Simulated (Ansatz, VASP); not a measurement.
## Two plane-wave programs on ZnCd3O

Contents of INCAR:

```
SYSTEM = ZnCd3O
  PREC = Accurate
  ENCUT = 600
  EDIFF = 1E-6
  ISMEAR = 0
  SIGMA = 0.1
  LREAL = .False.
  LASPH = .True.
  NELM = 100
  ALGO = Normal
  ISIF = 3
  LWAVE = .False.
  LCHARG = .False.
  GGA = PE
  IBRION = 2
  NSW = 90
  EDIFFG = -0.04
```

KPOINTS

```
regular mesh
0
Gamma
  4 4 4
  0 0 0
```

File POSCAR:

```
ZnCd3O
1.0
    4.1322612500      0.0000000000      0.0000000000
    0.0000000000      4.1322612500      0.0000000000
    0.0000000000      0.0000000000      5.3174407000
Zn Cd O
1 3 1
Direct
    0.0000000000      0.0000000000      0.9921142500
    0.0000000000      0.5000000000      0.5147183500
    0.5000000000      0.5000000000      0.1158523300
    0.5000000000      0.0000000000      0.5147183500
    0.5000000000      0.5000000000      0.7044957900
```

Input for Ansatz:

```yaml
crystal:
  lattice:
    - [4.13226125, 0.0, 0.0]
    - [0.0, 4.13226125, 0.0]
    - [0.0, 0.0, 5.3174407]
  atoms:
    - { symbol: Zn, position: [0.0, 0.0, 0.99211425] }
    - { symbol: Cd, position: [0.0, 0.5, 0.51471835] }
    - { symbol: Cd, position: [0.5, 0.5, 0.11585233] }
    - { symbol: Cd, position: [0.5, 0.0, 0.51471835] }
    - { symbol: O, position: [0.5, 0.5, 0.70449579] }
basis:
  ecutwfc: 420
kpoints:
  mp_grid: { grid: [4, 4, 4] }
hamiltonian:
  xc: pbe
scf:
  occupations: { method: gaussian, width: 0.1 }
  lower_state_search: "off"
output:
  forces: true
  stress: true
  eigenvalues: true
relax:
  adjacent_minimum: "off"
  f_tol: 0.04
  max_steps: 70
  cell: { stress_tol: 0.4 }
```

Change from the starting cell: species swapped into the CeBPt3 type (P4mm, No. 99).

Alike in both runs: task relaxation of cell and atoms; functional PBE; k mesh 4 × 4 × 4; occupations gaussian, width 0.1 eV; no spin polarisation.

|  | VASP | Ansatz |
| --- | --- | --- |
| version | VASP 6.6.1 | Ansatz 0.2.0 |
| potentials or method | VASP PAW PBE potentials, release 64 (Zn, Cd, O), cutoff 600 eV | scalar-relativistic, plane waves, PAW |
| valence electrons in the cell | 54 | 78 |

VASP gave:

```
gap on the k mesh at the Fermi level, each at its own relaxed structure (eV) : none
relaxed volume (Å³/atom)                                                     : 20.44
relaxed cell length with the largest relative difference (Å)                 : 5.507
```

Q: What did Ansatz give for the same quantities?

A: gap on the k mesh at the Fermi level, each at its own relaxed structure (eV): none; relaxed volume (Å³/atom): 20.24; relaxed cell length with the largest relative difference (Å): 5.474.

A gap of «none» marks a metal or a gap that the smearing closes. VASP's potentials hold 54 valence electrons a cell and Ansatz's 78, so a difference there can come from the potentials and not from the codes.

The k mesh is coarse, so the values compare programs but aren't converged.
